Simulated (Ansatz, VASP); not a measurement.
# Cd2S: VASP beside Ansatz

INCAR

```
SYSTEM = Cd2S
  PREC = Accurate
  ENCUT = 600
  EDIFF = 1E-6
  ISMEAR = 0
  SIGMA = 0.1
  LREAL = .False.
  LASPH = .True.
  NELM = 100
  ALGO = Normal
  ISIF = 3
  LWAVE = .False.
  LCHARG = .False.
  GGA = PE
  IBRION = 2
  NSW = 90
  EDIFFG = -0.04
```

File KPOINTS:

```
Automatic mesh
0
Gamma
  4 4 4
  0 0 0
```

File POSCAR:

```
Cd2S
1.0
    5.6096773800      0.0000000000      0.0000000000
    0.0000000000      5.6096773800      0.0000000000
    0.0000000000      0.0000000000      5.6096773800
Cd S
4 2
Direct
    0.2500000000      0.2500000000      0.2500000000
    0.7500000000      0.7500000000      0.2500000000
    0.7500000000      0.2500000000      0.7500000000
    0.2500000000      0.7500000000      0.7500000000
    0.0000000000      0.0000000000      0.0000000000
    0.5000000000      0.5000000000      0.5000000000
```

Input for Ansatz:

```yaml
crystal:
  lattice:
    - [5.60967738, 0.0, 0.0]
    - [0.0, 5.60967738, 0.0]
    - [0.0, 0.0, 5.60967738]
  atoms:
    - { symbol: Cd, position: [0.25, 0.25, 0.25] }
    - { symbol: Cd, position: [0.75, 0.75, 0.25] }
    - { symbol: Cd, position: [0.75, 0.25, 0.75] }
    - { symbol: Cd, position: [0.25, 0.75, 0.75] }
    - { symbol: S, position: [0.0, 0.0, 0.0] }
    - { symbol: S, position: [0.5, 0.5, 0.5] }
basis:
  ecutwfc: 420
kpoints:
  mp_grid: { grid: [4, 4, 4] }
hamiltonian:
  xc: pbe
scf:
  occupations: { method: gaussian, width: 0.1 }
  lower_state_search: "off"
output:
  forces: true
  stress: true
  eigenvalues: true
relax:
  adjacent_minimum: "off"
  f_tol: 0.04
  max_steps: 70
  cell: { stress_tol: 0.4 }
```

Alike in both runs: task relaxation of cell and atoms; functional PBE; k mesh 4 × 4 × 4; occupations gaussian, width 0.1 eV; no spin polarisation.

```csv
,VASP,Ansatz
version,VASP 6.6.1,Ansatz 0.2.0
potentials or method,"VASP PAW PBE potentials, release 64 (Cd, S), cutoff 600 eV","scalar-relativistic, plane waves, PAW"
valence electrons in the cell,60,92
```

```csv
,VASP,Ansatz,Ansatz less VASP
"gap on the k mesh at the Fermi level, each at its own relaxed structure (eV)",none,none,-
relaxed volume (Å³/atom),35.16,34.04,-1.115
relaxed cell length with the largest relative difference (Å),5.953,5.889,-0.0636
```

A gap of «none» marks a metal or a gap that the smearing closes. VASP's potentials hold 60 valence electrons a cell and Ansatz's 92, so a difference there can come from the potentials and not from the codes.

Noted on VASP's run: the volume moved by over 15 % at a fixed basis, so the end points are rough.
